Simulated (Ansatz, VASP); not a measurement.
**Two plane-wave programs on Mn**

```xyz
2
Lattice="2.9600 0.0000 0.0000 0.0000 2.9600 0.0000 0.0000 0.0000 2.9600" Properties=species:S:1:pos:R:3 pbc="T T T"
Mn    0.0000    0.0000    0.0000
Mn    1.5096    1.5096    1.5096
```

Alike in both runs: task single point; functional PBE; k mesh 4 × 4 × 4; collinear spin.

|  | VASP | Ansatz |
| --- | --- | --- |
| version | VASP 6.6.1 | Ansatz 0.2 development build |
| potentials or method | VASP PAW PBE potentials, release 64 (Mn_pv) | PAW hard, scalar-relativistic |
| plane-wave cutoff (eV) | 500 | 720 |
| occupations | fermi-dirac, width 0.1 eV | fermi-dirac |

```csv
,VASP,Ansatz,Ansatz less VASP
rms of the force components (eV/Å),0.069,0.081,+0.0125
size of the moment on the site where the two differ most (μB),1.07,2.81,+1.738
```

Site moments also hang on the region over which each program counts them. Atom by atom the forces differ by 0.012 eV/Å (rms over components). Ansatz's warnings: seeded moment not kept.

The k mesh is coarse, so the values compare programs but aren't converged.
